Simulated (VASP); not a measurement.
Wanted: the native input for a VASP 6.6.1 run.

- Task: single point
- Functional: PBE
- Potentials or basis: VASP PAW PBE potentials, release 64 (Al, Si, B)
- Cutoff: 520 eV
- k mesh: 6 × 6 × 4
- Occupations: gaussian, width 0.1 eV
- Spin: no spin polarisation
- Dipole correction: no
- Further INCAR settings: ALGO = Normal; EDIFF = 1e-06; NBANDS = 20

The structure of AlSi2B4 lies in POSCAR:

```
AlSi2B4
1.0
    2.5325276800     -2.5361235800      0.0000000000
    2.5325276800      2.5361235800      0.0000000000
   -2.2963702600      0.0000000000      5.3949135400
Al Si B
1 2 4
Direct
    0.0000000000      0.0000000000      0.0000000000
    0.6553160000      0.6553160000      0.2990280100
    0.3446840000      0.3446840000      0.7009719900
    0.0000000000      0.5000000000      0.0000000000
    0.2474010000      0.7525990000      0.5000000000
    0.5000000000      0.0000000000      0.0000000000
    0.7525990000      0.2474010000      0.5000000000
```

The cell was generated, and may not be a known phase.

These files were run (other wordings do the same):

INCAR

```
ALGO = Normal
EDIFF = 1E-6
ENCUT = 520
GGA = PE
ISIF = 2
ISMEAR = 0
LASPH = T
LCHARG = F
LREAL = F
LWAVE = F
NBANDS = 20
NELM = 100
PREC = Accurate
SIGMA = 0.1
```

KPOINTS

```
k-points
0
Gamma
  6 6 4
```

Potentials or basis: VASP PAW PBE potentials, release 64 (Al, Si, B).

Run with:

```console
$ cat potpaw_PBE.64/Al/POTCAR potpaw_PBE.64/Si/POTCAR potpaw_PBE.64/B/POTCAR > POTCAR
$ mpirun -np 1 vasp_std > vasp.out
```

Results of the run:

The pressure is 34.8 GPa, the largest force is 0.934 eV/Å and the band gap on the k mesh is zero (an odd number of electrons rules out a gap without spin polarisation).

Caveat: the stress differs along the axes, from 10 to 47 GPa.

Wall time 97 s on 1 thread of Intel Xeon 8259CL (shared host), peak memory 0.21 GiB.
